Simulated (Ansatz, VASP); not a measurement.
# PO4 in VASP and in Ansatz

```
P O
1.0
     3.41486    0.00000    0.00000
     0.00000    3.41486    0.00000
     0.00000    0.00000    3.41486
P O
1 4
Direct
  0.50000 0.50000 0.50000
  0.00000 0.50000 0.50000
  0.50000 0.50000 0.00000
  0.50000 0.00000 0.50000
  0.00000 0.00000 0.00000
```

Change from the starting cell: species swapped into the Fe4N type (Pm-3m, No. 221).

Alike in both runs: functional PBE; k mesh 12 × 12 × 12; occupations gaussian, width 0.1 eV; collinear spin.

Ansatz relaxed the structure, and its values are those at the end. VASP's run is a single point on that final structure, the one shown.

```csv
,VASP,Ansatz
version,VASP 6.6.1,Ansatz 0.2.0
potentials or method,"VASP PAW PBE potentials, release 64 (P, O), cutoff 520 eV","scalar-relativistic, plane waves, PAW"
valence electrons in the cell,29,29
```

VASP gave:

* gap on the k mesh at the Fermi level (eV): none
* pressure (GPa): -0.9
* net moment per atom (μB): 0.60
* size of the moment on the site where the two differ most (μB): 1.67

**Question.** Which values does Ansatz return?

**Answer.** gap on the k mesh at the Fermi level (eV): none; pressure (GPa): 0.0; net moment per atom (μB): 0.60; size of the moment on the site where the two differ most (μB): 1.90.

Site moments also hang on the region over which each program counts them. A gap of «none» marks a metal or a gap that the smearing closes. With one functional, cell and mesh, what is left measures potentials, basis and numerics.
